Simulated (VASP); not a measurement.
# ZnSe (F-43m) in VASP: further runs

ZnSe is run at these levels: LDA; tasks: electric field gradients.

Everything below comes from runs of VASP 6.6.1. Logs are shortened: lines on timing, memory, paths and dates and some standing lists are left out, and cuts for length are marked.

### 1 The cell of the first run

The structure is cubic, space group F-43m (No. 216). The conventional cell has a = 5.610 Å, b = 5.610 Å, c = 5.610 Å, α = 90.00°, β = 90.00°, γ = 90.00°. Zn (site symmetry -43m) has 4 Se at 2.43 Å within 3.2 Å. Se (site symmetry -43m) has 4 Zn at 2.43 Å within 3.2 Å.

### 2 Electric field gradients, LDA (22.07 Å³/atom)

File INCAR:

```
PREC = Accurate
ENCUT = 520
EDIFF = 1E-8
ISMEAR = -1
SIGMA = 0.03
LREAL = False
LASPH = True
NELM = 60
ALGO = Normal
ISIF = 2
LWAVE = False
LCHARG = False
GGA = CA
LEFG = True
NBANDS = 16
```

File KPOINTS:

```
Automatic mesh
0
Gamma
  8 8 8
```

File POSCAR:

```
ZnSe
1.0
    0.0000000000      2.8051738004      2.8051738004
    2.8051738004      0.0000000000      2.8051738004
    2.8051738004      2.8051738004      0.0000000000
Zn Se
1 1
Direct
    0.0000000000      0.0000000000      0.0000000000
    0.7500000000      0.7500000000      0.7500000000
```

Potentials or basis: VASP PAW LDA potentials, release 64 (Zn, Se).

Started as:

```
$ cat potpaw_LDA.64/Zn/POTCAR potpaw_LDA.64/Se/POTCAR > POTCAR
$ mpirun -np 1 vasp_std > vasp.out
```

OUTCAR:

```text
PREC = Accurate
   ENCUT = 520
   EDIFF = 1E-8
   ISMEAR = -1
   LREAL = False
   LASPH = True
   NELM = 60
   ISIF = 2
   GGA = CA

 ion  position               nearest neighbor table
   1  0.000  0.000  0.000-   2 2.43   2 2.43   2 2.43   2 2.43
   2  0.750  0.750  0.750-   1 2.43   1 2.43   1 2.43   1 2.43

  LATTYP: Found a face centered cubic cell.
 ALAT       =     5.6103476008

  Lattice vectors:

 A1 = (   0.0000000000,   2.8051738004,   2.8051738004)
 A2 = (   2.8051738004,   0.0000000000,   2.8051738004)
 A3 = (   2.8051738004,   2.8051738004,   0.0000000000)

Analysis of symmetry for initial positions (statically):
=====================================================================
 Subroutine PRICEL returns:
 Original cell was already a primitive cell.

 Routine SETGRP: Setting up the symmetry group for a
 face centered cubic supercell.

 Subroutine GETGRP returns: Found 24 space group operations
 (whereof 24 operations were pure point group operations)
 out of a pool of 48 trial point group operations.

The static configuration has the point symmetry T_d .

Analysis of symmetry for dynamics (positions and initial velocities):
=====================================================================
 Subroutine PRICEL returns:
 Original cell was already a primitive cell.

 Routine SETGRP: Setting up the symmetry group for a
 face centered cubic supercell.

 Subroutine GETGRP returns: Found 24 space group operations
 (whereof 24 operations were pure point group operations)
 out of a pool of 48 trial point group operations.

The dynamic configuration has the point symmetry T_d .

 Subroutine INISYM returns: Found 24 space group operations
 (whereof 24 operations are pure point group operations),
 and found     1 'primitive' translations

----------------------------------------------------------------------------------------

                                     Primitive cell

  volume of cell :      44.1478

  direct lattice vectors                    reciprocal lattice vectors
     0.000000000  2.805173800  2.805173800    -0.178242075  0.178242075  0.178242075
     2.805173800  0.000000000  2.805173800     0.178242075 -0.178242075  0.178242075
     2.805173800  2.805173800  0.000000000     0.178242075  0.178242075 -0.178242075

  length of vectors
     3.967114833  3.967114833  3.967114833     0.308724331  0.308724331  0.308724331

  position of ions in fractional coordinates (direct lattice)
     0.000000000  0.000000000  0.000000000
     0.750000000  0.750000000  0.750000000

  ion indices of the primitive-cell ions
   primitive index   ion index
                 1           1
                 2           2

----------------------------------------------------------------------------------------

 KPOINTS: Automatic mesh

Automatic generation of k-mesh.
 Grid dimensions read from file:
 generate k-points for:    8    8    8

 Generating k-lattice:

  Cartesian coordinates                     Fractional coordinates (reciprocal lattice)
    -0.022280259  0.022280259  0.022280259     0.125000000  0.000000000  0.000000000
     0.022280259 -0.022280259  0.022280259     0.000000000  0.125000000  0.000000000
     0.022280259  0.022280259 -0.022280259     0.000000000  0.000000000  0.125000000

  Length of vectors
     0.038590541  0.038590541  0.038590541

  Shift w.r.t. Gamma in fractional coordinates (k-lattice)
     0.000000000  0.000000000  0.000000000

 Subroutine IBZKPT returns following result:
 ===========================================

 Found     29 irreducible k-points:

 Following reciprocal coordinates:
            Coordinates               Weight
  0.000000  0.000000  0.000000      1.000000
  0.125000  0.000000  0.000000      8.000000
  0.250000  0.000000  0.000000      8.000000
  0.375000  0.000000  0.000000      8.000000
  0.500000  0.000000  0.000000      4.000000
  0.125000  0.125000  0.000000      6.000000
[... 16 lines left out ...]
  0.500000  0.250000  0.125000     48.000000
 -0.375000  0.250000  0.125000     24.000000
 [... further k-points ...]
   k-points           NKPTS =     29   k-points in BZ     NKDIM =     29   number of bands    NBANDS=     16
   number of dos      NEDOS =    301   number of ions     NIONS =      2
   total plane-waves  NPLWV =  27000
   dimension x,y,z NGX =    30 NGY =   30 NGZ =   30
   dimension x,y,z NGXF=    60 NGYF=   60 NGZF=   60
   ions per type =               1   1
   NGX,Y,Z   is equivalent  to a cutoff of  12.57, 12.57, 12.57 a.u.
   NGXF,Y,Z  is equivalent  to a cutoff of  25.14, 25.14, 25.14 a.u.
 SYSTEM =  unknown system
   PREC   = accura    normal or accurate (medium, high low for compatibility)
   ISTART =      0    job   : 0-new  1-cont  2-samecut
   ICHARG =      2    charge: 1-file 2-atom 10-const
   ISPIN  =      1    spin polarized calculation?
   LNONCOLLINEAR =      F non collinear calculations
   LSORBIT =      F    spin-orbit coupling
   LASPH  =      T    aspherical Exc in radial PAW
   ENCUT  =  520.0 eV  38.22 Ry    6.18 a.u.   7.38  7.38  7.38*2*pi/ulx,y,z
   NELM   =     60;   NELMIN=  2; NELMDL= -5     # of ELM steps
   EDIFF  = 0.1E-07   stopping-criterion for ELM
   LREAL  =      F    real-space projection
   EDIFFG = 0.1E-06   stopping-criterion for IOM
   NSW    =      0    number of steps for IOM
   IBRION =     -1    ionic relax: 0-MD 1-quasi-New 2-CG
   NFREE  =      0    steps in history (QN), initial steepest desc. (CG)
   ISIF   =      2    stress and relaxation
   ISYM   =      2    0-nonsym 1-usesym 2-fastsym
   POTIM  = 0.5000    time-step for ionic-motion
   TEBEG  =    0.0;   TEEND  =   0.0 temperature during run
   PSTRESS=    0.0 pullay stress
   NELECT =      18.0000    total number of electrons
   NUPDOWN=      -1.0000    fix difference up-down
   EMIN   =  10.00;   EMAX   =-10.00  energy-range for DOS
   EFERMI =   0.00;   METHOD = LEGACY
   ISMEAR =    -1;   SIGMA  =   0.03  broadening in eV -4-tet -1-fermi 0-gaus
   EFERMI_NEDOS =   21; number of points for ismear=-14 and -15
   IALGO  =     38    algorithm
   IMIX   =      4    mixing-type and parameters
     AMIX     =   0.40;   BMIX     =  1.00
     AMIX_MAG =   1.60;   BMIX_MAG =  1.00
  volume/ion in A,a.u.               =      22.07       148.96
  Fermi-wavevector in a.u.,A,eV,Ry     =   1.213936  2.294007 20.050107  1.473641
  Thomas-Fermi vector in A             =   2.349372
   LORBIT       =      0    0 simple, 1 ext, 2 COOP (PROOUT), +10 PAW based schemes
   GGA     = CA    functional components
   LHFCALC =     F    Hartree Fock is set to
   AEXX    =    0.0000 exact exchange contribution
   IVDW    =     0    specifies the selected vdW correction
   LEPSILON=     F    determine dielectric tensor
   LRPA    =     F    only Hartree local field effects (RPA)
 non-spin polarized calculation
  energy-cutoff  :      520.00
  volume of cell :       44.15
 maximum number of plane-waves:      1243
 NGX is ok and might be reduce to    30
   NGX = 15   NGY = 15   NGZ = 15

 number of electron      17.9999992 magnetization

 Free energy of the ion-electron system (eV)
  ---------------------------------------------------
  ext. energy  EPLUGINS =         0.00000000
  ---------------------------------------------------
  free energy    TOTEN  =        -7.36898722 eV

  energy without entropy =       -7.36898722  energy(sigma->0) =       -7.36898722

 E-fermi :   2.3997     XC(G=0):  -9.8346

 val. band max:        1.7797544437   @ k =   0.0000   0.0000   0.0000
 cond. band min:       2.9731584149   @ k =   0.0000   0.0000   0.0000
 fundamental gap:      1.1934039711
 Fermi energy:         2.3997053100

 k-point     1 :       0.0000    0.0000    0.0000
  band No.  band energies     occupation
      1     -11.7096      2.00000
      2      -5.0124      2.00000
      3      -5.0124      2.00000
      4      -5.0124      2.00000
      5      -4.6255      2.00000
      6      -4.6255      2.00000
[... 8 lines left out ...]
     15      13.3207      0.00000
     16      13.3207      0.00000

 k-point     2 :       0.1250    0.0000    0.0000
  band No.  band energies     occupation
      1     -11.6023      2.00000
      2      -5.0070      2.00000
      3      -4.9957      2.00000
      4      -4.9957      2.00000
      5      -4.6271      2.00000
      6      -4.6271      2.00000
[... 8 lines left out ...]
     15      12.4523      0.00000
     16      12.4523      0.00000

 k-point     3 :       0.2500    0.0000    0.0000
  band No.  band energies     occupation
      1     -11.3226      2.00000
      2      -4.9592      2.00000
      3      -4.9592      2.00000
      4      -4.9538      2.00000
      5      -4.6257      2.00000
      6      -4.6257      2.00000
[... 8 lines left out ...]
     15      12.2009      0.00000
     16      12.3080      0.00000

 k-point     4 :       0.3750    0.0000    0.0000
  band No.  band energies     occupation
      1     -11.0064      2.00000
      2      -4.9302      2.00000
      3      -4.9302      2.00000
      4      -4.7528      2.00000
      5      -4.6143      2.00000
      6      -4.6143      2.00000
[... 8 lines left out ...]
     15      13.3525      0.00000
     16      13.3525      0.00000

 k-point     5 :       0.5000    0.0000    0.0000
  band No.  band energies     occupation
      1     -10.8618      2.00000
      2      -4.9210      2.00000
      3      -4.9210      2.00000
      4      -4.6060      2.00000
      5      -4.6060      2.00000
      6      -4.4545      2.00000
[... 8 lines left out ...]
     15      14.9574      0.00000
     16      14.9574      0.00000

 k-point     6 :       0.1250    0.1250    0.0000
  band No.  band energies     occupation
      1     -11.5664      2.00000
      2      -5.0232      2.00000
      3      -4.9811      2.00000
      4      -4.9811      2.00000
      5      -4.6380      2.00000
      6      -4.6179      2.00000
[... 8 lines left out ...]
     15      12.9171      0.00000
     16      13.5455      0.00000
[... 267 lines left out ...]
 k-point    21 :       0.5000    0.5000    0.0000
  band No.  band energies     occupation
      1     -10.5736      2.00000
      2      -4.9930      2.00000
      3      -4.7461      2.00000
      4      -4.7461      2.00000
      5      -4.5739      2.00000
      6      -4.4332      2.00000
[... 8 lines left out ...]
     15      15.8638      0.00000
     16      16.3001      0.00000

 k-point    22 :       0.3750    0.2500    0.1250
  band No.  band energies     occupation
      1     -11.1032      2.00000
      2      -4.9739      2.00000
      3      -4.9061      2.00000
      4      -4.8789      2.00000
      5      -4.6416      2.00000
      6      -4.5991      2.00000
[... 8 lines left out ...]
     15      14.0680      0.00000
     16      15.1992      0.00000

 k-point    23 :       0.5000    0.2500    0.1250
  band No.  band energies     occupation
      1     -10.8387      2.00000
      2      -4.9153      2.00000
      3      -4.8810      2.00000
      4      -4.7483      2.00000
      5      -4.6131      2.00000
      6      -4.5569      2.00000
[... 8 lines left out ...]
     15      14.3627      0.00000
     16      15.4535      0.00000

 k-point    24 :      -0.3750    0.2500    0.1250
  band No.  band energies     occupation
      1     -10.7206      2.00000
      2      -4.9066      2.00000
      3      -4.8654      2.00000
      4      -4.6621      2.00000
      5      -4.6184      2.00000
      6      -4.3980      2.00000
[... 8 lines left out ...]
     15      14.4954      0.00000
     16      15.3450      0.00000

 [... further k-points ...]

------------------------ aborting loop because EDIFF is reached ----------------------------------------

  FORCE on cell =-STRESS in cart. coord.  units (eV):
  Direction    XX          YY          ZZ          XY          YZ          ZX
  --------------------------------------------------------------------------------------
  -------------------------------------------------------------------------------------
  Total       -0.3365130     -0.3365130     -0.3365130      0.0000000      0.0000000     -0.0000000
  in kB      -12.2124577    -12.2124577    -12.2124577      0.0000000      0.0000000     -0.0000000
  external PRESSURE =     -12.2124577 kB  Pullay stress =       0.0000000 kB

 VOLUME and BASIS-vectors are now :
 -----------------------------------------------------------------------------
  energy-cutoff  :      520.00
  volume of cell :       44.15
      direct lattice vectors                 reciprocal lattice vectors
     0.000000000  2.805173800  2.805173800    -0.178242075  0.178242075  0.178242075
     2.805173800  0.000000000  2.805173800     0.178242075 -0.178242075  0.178242075
     2.805173800  2.805173800  0.000000000     0.178242075  0.178242075 -0.178242075

 POSITION                                       TOTAL-FORCE (eV/Angst)
 -----------------------------------------------------------------------------------
      0.00000      0.00000      0.00000        -0.000000     -0.000000     -0.000000
      4.20776      4.20776      4.20776         0.000000      0.000000      0.000000
 -----------------------------------------------------------------------------------
    total drift:                                0.000000      0.000000      0.000000

  FREE ENERGIE OF THE ION-ELECTRON SYSTEM (eV)
  ---------------------------------------------------
  free  energy   TOTEN  =        -7.3689872243 eV

  energy  without entropy=       -7.3689872243  energy(sigma->0) =       -7.36898722

 Electric field gradients (V/A^2)
---------------------------------------------------------------------
 ion       V_xx      V_yy      V_zz      V_xy      V_xz      V_yz
---------------------------------------------------------------------
   1      -0.000    -0.000    -0.000     0.004     0.004     0.004
   2       0.000     0.000    -0.000     0.000     0.000     0.000
---------------------------------------------------------------------

 Electric field gradients after diagonalization (V/A^2)
 (convention: |V_zz| > |V_xx| > |V_yy|)
----------------------------------------------------------------------
 ion       V_xx      V_yy      V_zz     asymmetry (V_yy - V_xx)/ V_zz
----------------------------------------------------------------------
   1      -0.004    -0.004     0.007       0.000
   2      -0.000    -0.000     0.001       0.000
----------------------------------------------------------------------

           NMR quadrupolar parameters

 Cq : quadrupolar parameter    Cq=e*Q*V_zz/h
 eta: asymmetry parameters     (V_yy - V_xx)/ V_zz
 Q  : nuclear electric quadrupole moment in mb (millibarn)
----------------------------------------------------------------------
 ion       Cq(MHz)       eta       Q (mb)
----------------------------------------------------------------------
   1       0.000       0.000       1.000
   2       0.000       0.000       1.000
----------------------------------------------------------------------
```

Wall time 30 s (1 thread of Intel Xeon 8259CL, shared host); peak memory 0.16 GiB.

Results:

* Free energy: -7.3690 eV
* Pressure: -1.2 GPa
* Band gap on the k mesh: 1.19 eV
* Largest electric field gradient by atom: zero within the noise of the run

### 3 Electric field gradients, LDA (21.85 Å³/atom)

This run uses another cell than the first one, of 21.85 Å³/atom.

File INCAR:

```
PREC = Accurate ; ENCUT = 520
EDIFF = 1E-8 ; ISMEAR = -1
SIGMA = 0.03 ; LREAL = False
LASPH = True ; NELM = 80
ALGO = Normal ; ISIF = 2
LWAVE = False ; LCHARG = False
LEFG = True ; NBANDS = 16
```

File KPOINTS:

```
regular mesh
0
Gamma
  8 8 8
```

File POSCAR:

```
ZnSe
1.0
    0.0000000000      2.7955007105      2.7955007105
    2.7955007105      0.0000000000      2.7955007105
    2.7955007105      2.7955007105      0.0000000000
Zn Se
1 1
Direct
    0.0000000000      0.0000000000      0.0000000000
    0.7500000000      0.7500000000      0.7500000000
```

Potentials or basis: VASP PAW LDA potentials, release 64 (Zn, Se).

Started as:

```
$ cat potpaw_LDA.64/Zn/POTCAR potpaw_LDA.64/Se/POTCAR > POTCAR
$ mpirun -np 1 vasp_std > vasp.out
```

OUTCAR:

```text
PREC = Accurate
   ENCUT = 520
   EDIFF = 1E-8
   ISMEAR = -1
   LREAL = False
   LASPH = True
   NELM = 80
   ISIF = 2

 ion  position               nearest neighbor table
   1  0.000  0.000  0.000-   2 2.42   2 2.42   2 2.42   2 2.42
   2  0.750  0.750  0.750-   1 2.42   1 2.42   1 2.42   1 2.42

  LATTYP: Found a face centered cubic cell.
 ALAT       =     5.5910014210

  Lattice vectors:

 A1 = (   0.0000000000,   2.7955007105,   2.7955007105)
 A2 = (   2.7955007105,   0.0000000000,   2.7955007105)
 A3 = (   2.7955007105,   2.7955007105,   0.0000000000)

Analysis of symmetry for initial positions (statically):
[... 669 lines left out ...]

 Electric field gradients (V/A^2)
---------------------------------------------------------------------
 ion       V_xx      V_yy      V_zz      V_xy      V_xz      V_yz
---------------------------------------------------------------------
   1       0.000    -0.000    -0.000     0.004     0.004     0.004
   2      -0.000    -0.000    -0.000     0.000     0.000     0.000
---------------------------------------------------------------------

 Electric field gradients after diagonalization (V/A^2)
 (convention: |V_zz| > |V_xx| > |V_yy|)
----------------------------------------------------------------------
 ion       V_xx      V_yy      V_zz     asymmetry (V_yy - V_xx)/ V_zz
----------------------------------------------------------------------
   1      -0.004    -0.004     0.008       0.000
   2      -0.000    -0.000     0.001       0.000
----------------------------------------------------------------------

           NMR quadrupolar parameters

 Cq : quadrupolar parameter    Cq=e*Q*V_zz/h
 eta: asymmetry parameters     (V_yy - V_xx)/ V_zz
 Q  : nuclear electric quadrupole moment in mb (millibarn)
----------------------------------------------------------------------
 ion       Cq(MHz)       eta       Q (mb)
----------------------------------------------------------------------
   1       0.000       0.000       1.000
   2       0.000       0.000       1.000
----------------------------------------------------------------------
```

It took 30 s on 1 thread of Intel Xeon 8259CL, shared host; peak memory 0.15 GiB.

What came out:

* Free energy: -7.3715 eV
* Pressure: -0.5 GPa
* Band gap on the k mesh: 1.24 eV
* Largest electric field gradient by atom: zero within the noise of the run

[end of part 1 of 2]
